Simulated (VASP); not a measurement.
# Ti2Si (P6/mmm) in VASP: single point with PBE

Aim: the single point of Ti2Si with PBE.

All numbers are computed with VASP 6.6.1; they aren't measurements. Logs are shortened: lines on timing, memory, paths and dates and some standing lists are left out, and cuts for length are marked.

## Step 1: The cell of the first run

Symmetry: P6/mmm, No. 191, hexagonal system. The conventional cell has a = 4.408 Å, b = 4.408 Å, c = 2.645 Å, α = 90.00°, β = 90.00°, γ = 120.00°. Within 3.4 Å of Ti (site symmetry -6m2) lie 5 Ti at 2.54 to 2.64 Å and 6 Si at 2.87 Å. Within 3.5 Å of Si (site symmetry 6/mmm) lie 2 Si at 2.64 Å and 12 Ti at 2.87 Å.

## Step 2: Single point, PBE

INCAR reads:

```
SYSTEM = Ti2Si
PREC     = Accurate       ! precision mode
ENCUT    = 550            ! plane-wave cutoff, eV
EDIFF    = 1E-6           ! SCF threshold, eV
ISMEAR   = 0              ! smearing method
SIGMA    = 0.2            ! smearing width, eV
LREAL    = .False.        ! projectors in reciprocal space
LASPH    = .True.         ! aspherical terms in the spheres
NELM     = 300            ! most SCF steps
ALGO     = All            ! electronic algorithm
ISIF     = 2              ! what is computed and relaxed
LWAVE    = .False.        ! write WAVECAR
LCHARG   = .False.        ! write CHGCAR
GGA      = PE             ! functional
NBANDS   = 37             ! bands
GGA_COMPAT= .False.      
ISEARCH  = 1            
KPAR     = 4
```

KPOINTS reads:

```
Automatic mesh
0
Gamma
  8 6 4
  0 0 0
```

POSCAR reads:

```
Ti2Si
1.0
    0.0000000000      0.0000000000      2.6446997381
    4.4077490424      0.0000000000      0.0000000000
    0.0000000000      7.6344452884      0.0000000000
Ti Si
4 2
Direct
    0.5000000000      1.0000000000      0.3333333333
    0.5000000000      0.5000000000      0.8333333333
    0.5000000000      0.5000000000      0.1666666667
    0.5000000000      1.0000000000      0.6666666667
    0.0000000000      0.0000000000      0.0000000000
    0.0000000000      0.5000000000      0.5000000000
```

Potentials or basis: VASP PAW PBE potentials, release 64 (Ti_sv, Si).

Run with:

```sh
cat potpaw_PBE.64/Ti_sv/POTCAR potpaw_PBE.64/Si/POTCAR > POTCAR
mpirun -np 4 vasp_std > vasp.out
```

OUTCAR:

```text
SYSTEM = Ti2Si
   PREC = Accurate
   ENCUT = 550
   EDIFF = 1E-6
   ISMEAR = 0
   LREAL = .False.
   LASPH = .True.
   NELM = 300
   ISIF = 2
   GGA = PE

 ion  position               nearest neighbor table
   1  0.500  0.000  0.333-   3 2.54   3 2.54   4 2.54   5 2.87   5 2.87   6 2.87   6 2.87   6 2.87
                             6 2.87
   2  0.500  0.500  0.833-   4 2.54   4 2.54   3 2.54   6 2.87   6 2.87   5 2.87   5 2.87   5 2.87
                             5 2.87
   3  0.500  0.500  0.167-   1 2.54   1 2.54   2 2.54   6 2.87   6 2.87   5 2.87   5 2.87   5 2.87
                             5 2.87
   4  0.500  0.000  0.667-   2 2.54   2 2.54   1 2.54   5 2.87   5 2.87   6 2.87   6 2.87   6 2.87
                             6 2.87
   5  0.000  0.000  0.000-   1 2.87   4 2.87   1 2.87   4 2.87   2 2.87   3 2.87   3 2.87   2 2.87
                             3 2.87   2 2.87   2 2.87   3 2.87
   6  0.000  0.500  0.500-   2 2.87   3 2.87   2 2.87   3 2.87   1 2.87   4 2.87   1 2.87   1 2.87
                             4 2.87   4 2.87   1 2.87   4 2.87

  LATTYP: Found a simple orthorhombic cell.
 ALAT       =     2.6446997381
 B/A-ratio  =     1.6666349601
 C/A-ratio  =     2.8866964285

  Lattice vectors:

 A1 = (   0.0000000000,   0.0000000000,   2.6446997381)
 A2 = (   4.4077490424,   0.0000000000,   0.0000000000)
 A3 = (   0.0000000000,   7.6344452884,   0.0000000000)

Analysis of symmetry for initial positions (statically):
=====================================================================
 Subroutine PRICEL returns following result:

  LATTYP: Found a hexagonal cell.
 ALAT       =     4.4077490424
 C/A-ratio  =     0.6000114146

  Lattice vectors:

 A1 = (  -4.4077490424,   0.0000000000,   0.0000000000)
 A2 = (   2.2038745212,  -3.8172226442,   0.0000000000)
 A3 = (   0.0000000000,   0.0000000000,   2.6446997381)

   2 primitive cells build up your supercell.

 Routine SETGRP: Setting up the symmetry group for a
 simple orthorhombic supercell.

 Subroutine GETGRP returns: Found  8 space group operations
 (whereof  8 operations were pure point group operations)
 out of a pool of  8 trial point group operations.

The static configuration has the point symmetry D_2h.

Analysis of symmetry for dynamics (positions and initial velocities):
=====================================================================
 Subroutine PRICEL returns following result:

  LATTYP: Found a hexagonal cell.
 ALAT       =     4.4077490424
 C/A-ratio  =     0.6000114146

  Lattice vectors:

 A1 = (  -4.4077490424,   0.0000000000,   0.0000000000)
 A2 = (   2.2038745212,  -3.8172226442,   0.0000000000)
 A3 = (   0.0000000000,   0.0000000000,   2.6446997381)

   2 primitive cells build up your supercell.

 Routine SETGRP: Setting up the symmetry group for a
 simple orthorhombic supercell.

 Subroutine GETGRP returns: Found  8 space group operations
 (whereof  8 operations were pure point group operations)
 out of a pool of  8 trial point group operations.

The dynamic configuration has the point symmetry D_2h.

 Subroutine INISYM returns: Found  8 space group operations
 (whereof  8 operations are pure point group operations),
 and found     2 'primitive' translations

----------------------------------------------------------------------------------------

                                     Primitive cell

  volume of cell :      44.4980

  direct lattice vectors                    reciprocal lattice vectors
    -4.407749042  0.000000000  0.000000000    -0.226873170 -0.130985286  0.000000000
     2.203874521 -3.817222644  0.000000000     0.000000000 -0.261970572  0.000000000
     0.000000000  0.000000000  2.644699738     0.000000000  0.000000000  0.378114757

  length of vectors
     4.407749042  4.407749042  2.644699738     0.261970572  0.261970572  0.378114757

  position of ions in fractional coordinates (direct lattice)
     0.666666667  0.333333333  0.500000000
     0.333333333  0.666666667  0.500000000
     0.000000000  0.000000000  0.000000000

  ion indices of the primitive-cell ions
   primitive index   ion index
                 1           1
                 2           4
                 3           5

----------------------------------------------------------------------------------------

 KPOINTS: Automatic mesh

Automatic generation of k-mesh.
 Grid dimensions read from file:
 generate k-points for:    8    6    4

 Generating k-lattice:

  Cartesian coordinates                     Fractional coordinates (reciprocal lattice)
     0.000000000  0.000000000  0.047264345     0.125000000  0.000000000  0.000000000
     0.037812195  0.000000000  0.000000000     0.000000000  0.166666667  0.000000000
     0.000000000  0.032746322  0.000000000     0.000000000  0.000000000  0.250000000

  Length of vectors
     0.047264345  0.037812195  0.032746322

  Shift w.r.t. Gamma in fractional coordinates (k-lattice)
     0.000000000  0.000000000  0.000000000

 Subroutine IBZKPT returns following result:
 ===========================================

 Found     60 irreducible k-points:

 Following reciprocal coordinates:
            Coordinates               Weight
  0.000000  0.000000  0.000000      1.000000
  0.125000  0.000000  0.000000      2.000000
  0.250000  0.000000  0.000000      2.000000
  0.375000  0.000000  0.000000      2.000000
  0.500000  0.000000  0.000000      1.000000
  0.000000  0.166667  0.000000      2.000000
[... 16 lines left out ...]
  0.250000  0.000000  0.250000      4.000000
  0.375000  0.000000  0.250000      4.000000
 [... further k-points ...]
   k-points           NKPTS =     60   k-points in BZ     NKDIM =     60   number of bands    NBANDS=     37
   number of dos      NEDOS =    301   number of ions     NIONS =      6
   total plane-waves  NPLWV =  43200
   dimension x,y,z NGX =    20 NGY =   36 NGZ =   60
   dimension x,y,z NGXF=    40 NGYF=   72 NGZF=  120
   ions per type =               4   2
   NGX,Y,Z   is equivalent  to a cutoff of  12.57, 13.58, 13.07 a.u.
   NGXF,Y,Z  is equivalent  to a cutoff of  25.14, 27.16, 26.13 a.u.
 SYSTEM =  Ti2Si
   PREC   = accura    normal or accurate (medium, high low for compatibility)
   ISTART =      0    job   : 0-new  1-cont  2-samecut
   ICHARG =      2    charge: 1-file 2-atom 10-const
   ISPIN  =      1    spin polarized calculation?
   LNONCOLLINEAR =      F non collinear calculations
   LSORBIT =      F    spin-orbit coupling
   LASPH  =      T    aspherical Exc in radial PAW
   ENCUT  =  550.0 eV  40.42 Ry    6.36 a.u.   5.06  8.43 14.60*2*pi/ulx,y,z
   NELM   =    300;   NELMIN=  2; NELMDL= -5     # of ELM steps
   EDIFF  = 0.1E-05   stopping-criterion for ELM
   LREAL  =      F    real-space projection
   EDIFFG = 0.1E-04   stopping-criterion for IOM
   NSW    =      0    number of steps for IOM
   IBRION =     -1    ionic relax: 0-MD 1-quasi-New 2-CG
   NFREE  =      0    steps in history (QN), initial steepest desc. (CG)
   ISIF   =      2    stress and relaxation
   ISYM   =      2    0-nonsym 1-usesym 2-fastsym
   POTIM  = 0.5000    time-step for ionic-motion
   TEBEG  =    0.0;   TEEND  =   0.0 temperature during run
   PSTRESS=    0.0 pullay stress
   NELECT =      56.0000    total number of electrons
   NUPDOWN=      -1.0000    fix difference up-down
   EMIN   =  10.00;   EMAX   =-10.00  energy-range for DOS
   EFERMI =   0.00;   METHOD = LEGACY
   ISMEAR =     0;   SIGMA  =   0.20  broadening in eV -4-tet -1-fermi 0-gaus
   EFERMI_NEDOS =   21; number of points for ismear=-14 and -15
   IALGO  =     58    algorithm
   IMIX   =      4    mixing-type and parameters
     AMIX     =   0.40;   BMIX     =  1.00
     AMIX_MAG =   1.60;   BMIX_MAG =  1.00
  volume/ion in A,a.u.               =      14.83       100.10
  Fermi-wavevector in a.u.,A,eV,Ry     =   1.402859  2.651019 26.776437  1.968013
  Thomas-Fermi vector in A             =   2.525578
   LORBIT       =      0    0 simple, 1 ext, 2 COOP (PROOUT), +10 PAW based schemes
   GGA     = PE    functional components
   LHFCALC =     F    Hartree Fock is set to
   AEXX    =    0.0000 exact exchange contribution
   IVDW    =     0    specifies the selected vdW correction
   LEPSILON=     F    determine dielectric tensor
   LRPA    =     F    only Hartree local field effects (RPA)
 non-spin polarized calculation
 Gauss-broadening in eV      SIGMA  =   0.20
  energy-cutoff  :      550.00
  volume of cell :       89.00
 maximum number of plane-waves:      2640
   NGX = 11   NGY = 17   NGZ = 29

 number of electron      55.9999994 magnetization

 Free energy of the ion-electron system (eV)
  ---------------------------------------------------
  ext. energy  EPLUGINS =         0.00000000
  ---------------------------------------------------
  free energy    TOTEN  =       -43.52675286 eV

  energy without entropy =      -43.39125999  energy(sigma->0) =      -43.45900642

 E-fermi :  10.0011     XC(G=0): -11.8533

 val. band max:        9.9978642277   @ k =   0.0000   0.0000   0.5000
 cond. band min:      10.0099129541   @ k =   0.5000   0.0000   0.2500
 fundamental gap:      0.0120487264
 Fermi energy:        10.0011466460

 k-point     1 :       0.0000    0.0000    0.0000
  band No.  band energies     occupation
      1     -46.5281      2.00000
      2     -46.4383      2.00000
      3     -46.3476      2.00000
      4     -46.2555      2.00000
      5     -23.1611      2.00000
      6     -23.0868      2.00000
[... 29 lines left out ...]
     36      12.3268      0.00000
     37      13.0973      0.00000

 k-point     2 :       0.1250    0.0000    0.0000
  band No.  band energies     occupation
      1     -46.5100      2.00000
      2     -46.4208      2.00000
      3     -46.3306      2.00000
      4     -46.2390      2.00000
      5     -23.1424      2.00000
      6     -23.0692      2.00000
[... 29 lines left out ...]
     36      12.2022      0.00000
     37      13.0628      0.00000
[... 838 lines left out ...]
     36      12.2292      0.00000
     37      12.3187      0.00000

 k-point    24 :       0.3750    0.0000    0.2500
  band No.  band energies     occupation
      1     -46.4132      2.00000
      2     -46.3558      2.00000
      3     -46.2265      2.00000
      4     -46.1676      2.00000
      5     -23.0953      2.00000
      6     -23.0419      2.00000
[... 29 lines left out ...]
     36      12.5066      0.00000
     37      12.6033      0.00000

 [... further k-points ...]

------------------------ aborting loop because EDIFF is reached ----------------------------------------

  FORCE on cell =-STRESS in cart. coord.  units (eV):
  Direction    XX          YY          ZZ          XY          YZ          ZX
  --------------------------------------------------------------------------------------
  -------------------------------------------------------------------------------------
  Total       -0.0212050     -0.0735559      0.2022365      0.0000000      0.0000000      0.0000000
  in kB       -0.3817489     -1.3242117      3.6408221      0.0000000      0.0000000      0.0000000
  external PRESSURE =       0.6449539 kB  Pullay stress =       0.0000000 kB

 VOLUME and BASIS-vectors are now :
 -----------------------------------------------------------------------------
  energy-cutoff  :      550.00
  volume of cell :       89.00
      direct lattice vectors                 reciprocal lattice vectors
     0.000000000  0.000000000  2.644699738     0.000000000  0.000000000  0.378114757
     4.407749042  0.000000000  0.000000000     0.226873170  0.000000000  0.000000000
     0.000000000  7.634445288  0.000000000     0.000000000  0.130985286  0.000000000

 POSITION                                       TOTAL-FORCE (eV/Angst)
 -----------------------------------------------------------------------------------
      0.00000      2.54482      1.32235        -0.000000     -0.014707     -0.000000
      2.20387      6.36204      1.32235        -0.000000     -0.014707     -0.000000
      2.20387      1.27241      1.32235         0.000000      0.014707      0.000000
      0.00000      5.08963      1.32235        -0.000000      0.014707      0.000000
      0.00000      0.00000      0.00000        -0.000000      0.000000     -0.000000
      2.20387      3.81722      0.00000        -0.000000      0.000000     -0.000000
 -----------------------------------------------------------------------------------
    total drift:                                0.000000      0.000000      0.000000

  FREE ENERGIE OF THE ION-ELECTRON SYSTEM (eV)
  ---------------------------------------------------
  free  energy   TOTEN  =       -43.5267528567 eV

  energy  without entropy=      -43.3912695281  energy(sigma->0) =      -43.45901119
```

It took 92 s on 4 MPI ranks of AMD EPYC 7R43 (Zen 3), shared host; peak memory 0.45 GiB.

Results:

```
Free energy            : -43.5268 eV
Pressure               : 0.1 GPa
Largest force          : 0.015 eV/Å
Band gap on the k mesh : zero (bands 28 and 29 overlap by 0.66 eV)
```

Forces in eV/Å, atoms in the order of the input:
```
Ti   0.000 -0.015  0.000
Ti   0.000 -0.015  0.000
Ti   0.000  0.015  0.000
Ti   0.000  0.015  0.000
Si   0.000  0.000  0.000
Si   0.000  0.000  0.000
```
